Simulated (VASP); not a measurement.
Runs of VASP 6.6.1 on GaP. The structure is that of space group F-43m (No. 216), or close to it. The cells are those of the table. 

```csv
task,spin,cell,k mesh,gap on the mesh (eV),pressure (GPa)
single point,off,"a = 3.847, b = 3.847, c = 3.739 Å, angles 60.9, 60.9, 58.2°, 2 atoms",8 × 8 × 8,(b),3.3
single point,off,"a = 3.849, b = 3.849, c = 3.777 Å, angles 60.6, 60.6, 58.8°, 2 atoms",8 × 8 × 8,1.67,2.1
single point,"non-collinear, zero start, SOC","a = 3.854 Å, angles 60.0°, 2 atoms",8 × 8 × 8,-,-0.1
single point,off,"a = 3.852, b = 3.852, c = 3.816 Å, angles 60.3, 60.3, 59.4°, 2 atoms",8 × 8 × 8,1.79,1.0
dielectric tensor,off,"a = 3.858, b = 3.858, c = 3.893 Å, angles 59.7, 59.7, 60.6°, 2 atoms",6 × 6 × 6,(a),-
single point,off,"a = 3.858, b = 3.858, c = 3.893 Å, angles 59.7, 59.7, 60.6°, 2 atoms",8 × 8 × 8,1.73,(c)
```

Alike in all rows: level r2SCAN; potentials or basis VASP PAW PBE potentials, release 64 (Ga_d, P); cutoff (eV) 520; smearing gaussian 0.01 eV.

Q: Estimate the missing entries.

A: (a) 1.78; (b) 1.55; (c) -1.1.

Caveats: the PAW data sets were made with another functional, which shifts forces and pressure a little; the stress differs along the axes, from -0 to 5 GPa (at least some runs).

A k mesh can miss the band edges, and rows without SOC leave out spin-orbit coupling on Ga.
